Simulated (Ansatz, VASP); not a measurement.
# SrO: VASP beside Ansatz

```
Sr O
1.0
     0.00000    2.57104    2.57104
     2.57104    0.00000    2.57104
     2.57104    2.57104    0.00000
Sr O
1 1
Direct
  0.00000 0.00000 0.00000
  0.50000 0.50000 0.50000
```

Alike in both runs: task single point; functional PBE; k mesh 8 × 8 × 8; no spin polarisation.

|  | VASP | Ansatz |
| --- | --- | --- |
| version | VASP 6.6.1 | Ansatz 0.2.0 |
| potentials or method | VASP PAW PBE potentials, release 64 (Sr_sv, O) | plane waves, PAW |
| plane-wave cutoff (eV) | 520 | 420 |
| occupations | gaussian, width 0.01 eV | fixed |
| valence electrons in the cell | 16 | 16 |

|  | VASP | Ansatz | Ansatz less VASP |
| --- | --- | --- | --- |
| gap on the k mesh at the Fermi level (eV) | 3.26 | 3.31 | +0.049 |
| pressure (GPa) | 3.4 | 2.8 | -0.58 |
